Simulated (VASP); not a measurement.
A run of VASP 6.6.1 is set up as follows.

File INCAR:

```
PREC = Accurate
ENCUT = 500
EDIFF = 1E-6
ISMEAR = 0
SIGMA = 0.005
LREAL = False
LASPH = True
NELM = 120
ALGO = Normal
ISIF = 2
LWAVE = False
LCHARG = True
GGA = PE
IVDW = 12
LELF = True
LVHAR = True
NBANDS = 12
GGA_COMPAT = False
```

KPOINTS

```
Automatic mesh
0
Gamma
  15 15 14
```

The input POSCAR:

```
Au
1.0
    2.2408403644      0.0000000000      0.0000000000
   -1.1204201822      1.9406246814      0.0000000000
    0.0000000000      0.0000000000      2.2243028077
Au
1
Direct
    0.0000000000      0.0000000000      0.0000000000
```

Potentials or basis: VASP PAW PBE potentials, release 64 (Au).

Command:

```bash
$ cat potpaw_PBE.64/Au/POTCAR > POTCAR
$ mpirun -np 1 vasp_std > vasp.out
```

Q: Predict the dispersion energy per atom.

A: -1.194 eV.

Q: Estimate the pressure.

A: 557.8 GPa.

Q: What does it give for the band gap on the k mesh?

A: Zero (an odd number of electrons rules out a gap without spin polarisation).

Stress tensor (GPa, compression positive):
```
600.60   0.00   0.00
  0.00 600.60   0.00
  0.00   0.00 472.07
```

Caveat: three body term missing; the stress differs along the axes, from 472 to 601 GPa; the dispersion term is far too large for a dense solid, which distorts pressure and volume; spin-orbit coupling is left out, which moves the levels of the heavy elements.
